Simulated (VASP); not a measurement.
Wanted: the native input for a VASP 6.6.1 run.

```
Task                   : single point
Functional             : PBE
Potentials or basis    : VASP PAW PBE potentials, release 64 (Hf_pv)
Cutoff                 : 520 eV
k mesh                 : 10 × 10 × 14
Occupations            : gaussian, width 0.05 eV
Spin                   : no spin polarisation
Dipole correction      : no
Further INCAR settings : ALGO = Fast; EDIFF = 1e-07; NBANDS = 22
```

The structure of Hf lies in POSCAR:

```
Hf
1.0
    4.9261488135      0.0000000000      0.0000000000
   -2.4630744068      4.2661700153      0.0000000000
    0.0000000000      0.0000000000      3.0567866427
Hf
3
Direct
    0.6666666667      0.3333333333      0.5000000000
    0.3333333333      0.6666666667      0.5000000000
    0.0000000000      0.0000000000      0.0000000000
```

This cell differs from its parent crystal: volume scaled by 0.960.

These files were run (other wordings do the same):

INCAR

```
SYSTEM = Hf
PREC     = Accurate       ! precision mode
ENCUT    = 520            ! plane-wave cutoff, eV
EDIFF    = 1E-7           ! SCF threshold, eV
ISMEAR   = 0              ! smearing method
SIGMA    = 0.05           ! smearing width, eV
LREAL    = .False.        ! projectors in reciprocal space
LASPH    = .True.         ! aspherical terms in the spheres
NELM     = 60             ! most SCF steps
ALGO     = Fast           ! electronic algorithm
ISIF     = 2              ! what is computed and relaxed
LWAVE    = .False.        ! write WAVECAR
LCHARG   = .True.         ! write CHGCAR
GGA      = PE             ! functional
LELF     = .True.         ! ELF
LVHAR    = .True.       
NBANDS   = 22             ! bands
```

KPOINTS

```
regular mesh
0
Gamma
  10 10 14
  0 0 0
```

Potentials or basis: VASP PAW PBE potentials, release 64 (Hf_pv).

Launch:

```console
$ cat potpaw_PBE.64/Hf_pv/POTCAR > POTCAR
$ mpirun -np 1 vasp_std > vasp.out
```

Results of the run:

The pressure is 4.3 GPa and the band gap on the k mesh is zero (band 15 reaches 5.40 eV, above the bottom of band 16 at 4.42 eV).

Caveat: spin-orbit coupling is left out, which moves the levels of the heavy elements.

Run time: 4.2 min on 1 thread of Intel(R) Xeon(R) Platinum 8488C (Sapphire Rapids), with other jobs on the host, peak memory 0.27 GiB.
